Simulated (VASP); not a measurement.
Input of a VASP 6.6.1 run:

File INCAR:

```
SYSTEM = InSe
PREC = Accurate
ENCUT = 520
EDIFF = 1E-7
ISMEAR = 0
SIGMA = 0.05
LREAL = .FALSE.
LASPH = .TRUE.
NELM = 100
ALGO = Normal
ISIF = 2
LWAVE = .FALSE.
LCHARG = .FALSE.
GGA = PS
NBANDS = 48
```

KPOINTS

```
Automatic mesh
0
G
  12 12 2
  0 0 0
```

File POSCAR:

```
InSe
1.0
    4.0058502099      0.0000000000      0.0000000000
   -2.0029251050      3.4691680455      0.0000000000
    0.0000000000      0.0000000000     17.0021652134
In Se
4 4
Direct
    0.3333333333      0.6666666667      0.1731819819
    0.6666666667      0.3333333333      0.6731819819
    0.3333333333      0.6666666667      0.3268180181
    0.6666666667      0.3333333333      0.8268180181
    0.3333333333      0.6666666667      0.6019507758
    0.6666666667      0.3333333333      0.1019507758
    0.3333333333      0.6666666667      0.8980492242
    0.6666666667      0.3333333333      0.3980492242
```

Potentials or basis: VASP PAW PBE potentials, release 64 (In_d, Se).

Command:

```sh
$ cat potpaw_PBE.64/In_d/POTCAR potpaw_PBE.64/Se/POTCAR > POTCAR
$ mpirun -np 1 vasp_std > vasp.out
```

Problem. What does it give for the largest force?

Solution. 0.661 eV/Å.

Problem. What does it give for the band gap on the k mesh?

Solution. 0.54 eV, direct.

Problem. Predict the pressure.

Solution. 2.8 GPa.

Forces on the atoms (eV/Å):
```
In   0.000  0.000 -0.661
In   0.000  0.000 -0.661
In   0.000  0.000  0.661
In   0.000  0.000  0.661
Se   0.000  0.000 -0.534
Se   0.000  0.000 -0.534
Se   0.000  0.000  0.534
Se   0.000  0.000  0.534
```

Caveat: the cell differs from its parent crystal (mode 12 (107.6 1/cm) frozen in, largest displacement +0.150 Å); the PAW data sets were made with another functional, which shifts forces and pressure a little; spin-orbit coupling is left out, which moves the levels of the heavy elements; this functional lacks dispersion, which binds the layers, so the pressure and a relaxed spacing across them are unreliable.
